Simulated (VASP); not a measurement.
# Pt (Im-3m) in VASP: further runs, part 3 of 3

VASP 6.6.1.

### 5 Single point, r2SCAN, collinear spin, ferromagnetic start (volume scaled by 1.08)

File POSCAR:

```
Pt
1.0
   -1.6108608232      1.6108608232      1.6108608232
    1.6108608232     -1.6108608232      1.6108608232
    1.6108608232      1.6108608232     -1.6108608232
Pt
1
Direct
    0.0000000000      0.0000000000      0.0000000000
```

File INCAR.step1:

```
  ALGO = Normal
  EDIFF = 1E-4
  ENCUT = 520
  GGA = PE
  ISMEAR = -1
  ISPIN = 2
  LASPH = True
  LCHARG = False
  LMAXMIX = 4
  LREAL = False
  LWAVE = True
  MAGMOM = 1
  NBANDS = 15
  NELM = 150
  PREC = Accurate
  SIGMA = 0.05
```

File INCAR.step2:

```
  ALGO = Normal
  EDIFF = 1E-7
  ENCUT = 520
  ISIF = 2
  ISMEAR = -1
  ISPIN = 2
  ISTART = 1
  LASPH = True
  LCHARG = False
  LMAXMIX = 4
  LMIXTAU = True
  LORBIT = 11
  LREAL = False
  LWAVE = False
  MAGMOM = 1
  METAGGA = R2SCAN
  NBANDS = 15
  NELM = 150
  PREC = Accurate
  SIGMA = 0.05
```

File KPOINTS:

```
k-points
0
Gamma
  16 16 16
```

Potentials or basis: VASP PAW PBE potentials, release 64 (Pt).

Launch:

```sh
$ cat potpaw_PBE.64/Pt/POTCAR > POTCAR
$ cp INCAR.step1 INCAR
$ mpirun -np 1 vasp_std > vasp.out
$ cp INCAR.step2 INCAR
$ mpirun -np 1 vasp_std > vasp.out
```

OUTCAR:

```text
EDIFF = 1E-7
   ENCUT = 520
   ISIF = 2
   ISMEAR = -1
   ISPIN = 2
   ISTART = 1
   LASPH = True
   LORBIT = 11
   LREAL = False
   METAGGA = R2SCAN
   NELM = 150
   PREC = Accurate

 ion  position               nearest neighbor table
   1  0.000  0.000  0.000-

  LATTYP: Found a body centered cubic cell.
 ALAT       =     3.2217216464

  Lattice vectors:

 A1 = (  -1.6108608232,   1.6108608232,   1.6108608232)
 A2 = (   1.6108608232,  -1.6108608232,   1.6108608232)
 A3 = (   1.6108608232,   1.6108608232,  -1.6108608232)

Analysis of symmetry for initial positions (statically):
=====================================================================
 Subroutine PRICEL returns:
 Original cell was already a primitive cell.

 Routine SETGRP: Setting up the symmetry group for a
 body centered cubic supercell.

 Subroutine GETGRP returns: Found 48 space group operations
 (whereof 48 operations were pure point group operations)
 out of a pool of 48 trial point group operations.

The static configuration has the point symmetry O_h .

Analysis of symmetry for dynamics (positions and initial velocities):
=====================================================================
 Subroutine PRICEL returns:
 Original cell was already a primitive cell.

 Routine SETGRP: Setting up the symmetry group for a
 body centered cubic supercell.

 Subroutine GETGRP returns: Found 48 space group operations
 (whereof 48 operations were pure point group operations)
 out of a pool of 48 trial point group operations.

The dynamic configuration has the point symmetry O_h .

Analysis of structural, dynamic, and magnetic symmetry:
=====================================================================
 Subroutine PRICEL returns:
 Original cell was already a primitive cell.

 Routine SETGRP: Setting up the symmetry group for a
 body centered cubic supercell.

 Subroutine GETGRP returns: Found 48 space group operations
 (whereof 48 operations were pure point group operations)
 out of a pool of 48 trial point group operations.

The overall configuration has the point symmetry O_h .

 Subroutine INISYM returns: Found 48 space group operations
 (whereof 48 operations are pure point group operations),
 and found     1 'primitive' translations

----------------------------------------------------------------------------------------

                                     Primitive cell

  volume of cell :      16.7199

  direct lattice vectors                    reciprocal lattice vectors
    -1.610860823  1.610860823  1.610860823     0.000000000  0.310393047  0.310393047
     1.610860823 -1.610860823  1.610860823     0.310393047  0.000000000  0.310393047
     1.610860823  1.610860823 -1.610860823     0.310393047  0.310393047  0.000000000

  length of vectors
     2.790092790  2.790092790  2.790092790     0.438962057  0.438962057  0.438962057

  position of ions in fractional coordinates (direct lattice)
     0.000000000  0.000000000  0.000000000

  ion indices of the primitive-cell ions
   primitive index   ion index
                 1           1

----------------------------------------------------------------------------------------

 KPOINTS: k-points

Automatic generation of k-mesh.
 Grid dimensions read from file:
 generate k-points for:   16   16   16

 Generating k-lattice:
[... 65 lines left out ...]
   NSW    =      0    number of steps for IOM
   IBRION =     -1    ionic relax: 0-MD 1-quasi-New 2-CG
   NFREE  =      0    steps in history (QN), initial steepest desc. (CG)
   ISIF   =      2    stress and relaxation
   ISYM   =      2    0-nonsym 1-usesym 2-fastsym
   POTIM  = 0.5000    time-step for ionic-motion
   TEBEG  =    0.0;   TEEND  =   0.0 temperature during run
   PSTRESS=    0.0 pullay stress
   NELECT =      10.0000    total number of electrons
   NUPDOWN=      -1.0000    fix difference up-down
   EMIN   =  10.00;   EMAX   =-10.00  energy-range for DOS
   EFERMI =   0.00;   METHOD = LEGACY
   ISMEAR =    -1;   SIGMA  =   0.05  broadening in eV -4-tet -1-fermi 0-gaus
   EFERMI_NEDOS =   21; number of points for ismear=-14 and -15
   IALGO  =     38    algorithm
   IMIX   =      4    mixing-type and parameters
     AMIX     =   0.40;   BMIX     =  1.00
     AMIX_MAG =   1.60;   BMIX_MAG =  1.00
  volume/ion in A,a.u.               =      16.72       112.83
  Fermi-wavevector in a.u.,A,eV,Ry     =   1.379315  2.606528 25.885221  1.902510
  Thomas-Fermi vector in A             =   2.504296
   LORBIT       =     11    0 simple, 1 ext, 2 COOP (PROOUT), +10 PAW based schemes
   METAGGA = R2SCAN    functional components
   LHFCALC =     F    Hartree Fock is set to
   AEXX    =    0.0000 exact exchange contribution
   IVDW    =     0    specifies the selected vdW correction
   LEPSILON=     F    determine dielectric tensor
   LRPA    =     F    only Hartree local field effects (RPA)
 spin polarized calculation
  energy-cutoff  :      520.00
  volume of cell :       16.72
 maximum number of plane-waves:       466
 NGX is ok and might be reduce to    24
   NGX = 11   NGY = 11   NGZ = 11

 number of electron      10.0000001 magnetization      -0.0003016

 Free energy of the ion-electron system (eV)
  ---------------------------------------------------
  ext. energy  EPLUGINS =         0.00000000
  ---------------------------------------------------
  free energy    TOTEN  =       -51.33943073 eV

  energy without entropy =      -51.32662333  energy(sigma->0) =      -51.33302703

 E-fermi :   9.0264     XC(G=0): -13.8765

 val. band max:        9.0168848115   @ k =  -0.3750   0.3750   0.1250
 cond. band min:       9.0302475244   @ k =  -0.4375   0.5000   0.3750
 fundamental gap:      0.0133627129
 Fermi energy:         9.0263766154

 spin component 1

 k-point     1 :       0.0000    0.0000    0.0000
  band No.  band energies     occupation
      1      -0.1521      1.00000
      2       5.6788      1.00000
      3       5.6788      1.00000
      4       5.6788      1.00000
      5       7.9704      1.00000
      6       7.9704      1.00000
      7      27.0701      0.00000
      8      27.0701      0.00000
      9      27.0701      0.00000
     10      36.4912      0.00000
     11      36.4912      0.00000
     12      36.4912      0.00000
     13      36.7726      0.00000
     14      36.7726      0.00000
[... 403 lines left out ...]
      4       7.5643      1.00000
      5       8.2973      1.00000
      6      10.3260      0.00000
      7      19.3816      0.00000
      8      22.5424      0.00000
      9      25.8826      0.00000
     10      30.6553      0.00000
     11      34.6088      0.00000
     12      37.0193      0.00000
     13      39.7670      0.00000
     14      40.3907      0.00000
     15      42.5812      0.00000

 [... further k-points ...]

 spin component 2

 k-point     1 :       0.0000    0.0000    0.0000
  band No.  band energies     occupation
      1      -0.1521      1.00000
      2       5.6785      1.00000
      3       5.6785      1.00000
      4       5.6785      1.00000
      5       7.9702      1.00000
      6       7.9702      1.00000
      7      27.0701      0.00000
      8      27.0701      0.00000
      9      27.0701      0.00000
     10      36.4912      0.00000
     11      36.4912      0.00000
     12      36.4912      0.00000
     13      36.7726      0.00000
     14      36.7726      0.00000
[... 403 lines left out ...]
      4       7.5641      1.00000
      5       8.2972      1.00000
      6      10.3257      0.00000
      7      19.3815      0.00000
      8      22.5423      0.00000
      9      25.8826      0.00000
     10      30.6552      0.00000
     11      34.6087      0.00000
     12      37.0192      0.00000
     13      39.7669      0.00000
     14      40.3906      0.00000
     15      42.5810      0.00000

 [... further k-points ...]
[... 5 lines left out ...]
  --------------------------------------------------------------------------------------
  -------------------------------------------------------------------------------------
  Total       -1.6449498     -1.6449498     -1.6449498     -0.0000000     -0.0000000      0.0000000
  in kB     -157.6264858   -157.6264858   -157.6264858     -0.0000000     -0.0000000      0.0000000
  external PRESSURE =    -157.6264858 kB  Pullay stress =       0.0000000 kB

 VOLUME and BASIS-vectors are now :
 -----------------------------------------------------------------------------
  energy-cutoff  :      520.00
  volume of cell :       16.72
      direct lattice vectors                 reciprocal lattice vectors
    -1.610860823  1.610860823  1.610860823     0.000000000  0.310393047  0.310393047
     1.610860823 -1.610860823  1.610860823     0.310393047  0.000000000  0.310393047
     1.610860823  1.610860823 -1.610860823     0.310393047  0.310393047  0.000000000

 POSITION                                       TOTAL-FORCE (eV/Angst)
 -----------------------------------------------------------------------------------
      0.00000      0.00000      0.00000        -0.000000     -0.000000     -0.000000
 -----------------------------------------------------------------------------------
    total drift:                               -0.000000      0.000000      0.000000

  FREE ENERGIE OF THE ION-ELECTRON SYSTEM (eV)
  ---------------------------------------------------
  free  energy   TOTEN  =       -51.3394307314 eV

  energy  without entropy=      -51.3266233251  energy(sigma->0) =      -51.33302703

 total charge

# of ion       s       p       d       tot
------------------------------------------
    1        0.595   0.462   8.025   9.082

 magnetization (x)

# of ion       s       p       d       tot
------------------------------------------
    1       -0.000  -0.000  -0.000  -0.000
```

It took 89 s on 1 thread of Intel Xeon 6975P-C (Granite Rapids), shared host; peak memory 0.19 GiB.

What came out:

| Property | Result |
| --- | --- |
| Free energy | -51.3394 eV |
| Pressure | -15.8 GPa |
| Band gap on the k mesh | zero (filled and empty bands overlap) |
| Net moment | 0.00 μB per cell |
| Valence electrons inside the program's atomic spheres | Pt 9.08 |

Caveat: the cell differs from its parent crystal (volume scaled by 1.08); the PAW data sets were made with another functional, which shifts forces and pressure a little; spin-orbit coupling is left out, which moves the levels of the heavy elements.

### 6 Single point, r2SCAN

This run uses another cell than the first one, of 15.49 Å³/atom, 1.042 times its volume.

File POSCAR:

```
Pt
1.0
   -1.5704377197      1.5704377197      1.5704377197
    1.5704377197     -1.5704377197      1.5704377197
    1.5704377197      1.5704377197     -1.5704377197
Pt
1
Direct
    0.0000000000      0.0000000000      0.0000000000
```

File INCAR.step1:

```
PREC = Accurate
ENCUT = 550
ISMEAR = -1
SIGMA = 0.1
LREAL = F
LASPH = T
NELM = 120
NBANDS = 11
GGA = PE
ALGO = Normal
EDIFF = 1E-5
LWAVE = T
LCHARG = F
GGA_COMPAT = F
```

File INCAR.step2:

```
PREC = Accurate
ENCUT = 550
EDIFF = 1E-6
ISMEAR = -1
SIGMA = 0.1
LREAL = F
LASPH = T
NELM = 120
ALGO = Normal
ISIF = 2
LWAVE = F
LCHARG = F
METAGGA = R2SCAN
LMIXTAU = T
NBANDS = 11
ISTART = 1
GGA_COMPAT = F
```

File KPOINTS:

```
regular mesh
0
Gamma
  7 7 7
```

Potentials or basis: VASP PAW PBE potentials, release 64 (Pt).

Launch:

```sh
$ cat potpaw_PBE.64/Pt/POTCAR > POTCAR
$ cp INCAR.step1 INCAR
$ mpirun -np 1 vasp_std > vasp.out
$ cp INCAR.step2 INCAR
$ mpirun -np 1 vasp_std > vasp.out
```

It took 37 s on 1 thread of AMD EPYC 7R13, shared host; peak memory 0.12 GiB.

The run converged. Its results:

- Free energy: -51.4573 eV
- Pressure: -0.6 GPa
- Band gap on the k mesh: zero (band 5 reaches 10.95 eV, above the bottom of band 6 at 9.14 eV)

Levels at points of the mesh, in eV from the Fermi level:
| k point | band 2 | band 3 | band 4 | band 5 | band 6 | band 7 | band 8 | band 9 |
| --- | --- | --- | --- | --- | --- | --- | --- | --- |
| (0.00, 0.00, 0.00) | -3.79 | -3.79 | -3.79 | -1.22 | -1.22 | 18.04 | 18.04 | 18.04 |

Caveat: the k points lie up to 0.40 Å⁻¹ apart; the PAW data sets were made with another functional, which shifts forces and pressure a little; spin-orbit coupling is left out, which moves the levels of the heavy elements.

### 7 The runs side by side

| spin | cell | k mesh | cutoff (eV) | smearing | gap on the mesh (eV) | pressure (GPa) | moment (μB) |
| --- | --- | --- | --- | --- | --- | --- | --- |
| collinear, ferromagnetic start | a = 2.683 Å, angles 109.5°, 1 atom | 16 × 16 × 16 | 520 | fermi-dirac 0.05 eV | none | 12.7 | 0.00 |
| collinear, ferromagnetic start | a = 2.719 Å, angles 109.5°, 1 atom | 16 × 16 × 16 | 520 | fermi-dirac 0.05 eV | none | 0.7 | 0.00 |
| collinear, ferromagnetic start | a = 2.755 Å, angles 109.5°, 1 atom | 16 × 16 × 16 | 520 | fermi-dirac 0.05 eV | none | -8.6 | 0.00 |
| collinear, ferromagnetic start | a = 2.790 Å, angles 109.5°, 1 atom | 16 × 16 × 16 | 520 | fermi-dirac 0.05 eV | none | -15.8 | 0.00 |
| off | a = 2.720 Å, angles 109.5°, 1 atom | 7 × 7 × 7 | 550 | fermi-dirac 0.1 eV | none | -0.6 | - |

Alike in all rows: task single point; level r2SCAN; potentials or basis VASP PAW PBE potentials, release 64 (Pt).

Caveats: some runs use coarse meshes; the PAW data sets were made with another functional, which shifts forces and pressure a little; spin-orbit coupling is left out, which moves the levels of the heavy elements.

Total energies depend on the potentials used, so only differences within one code and one set of settings carry meaning.
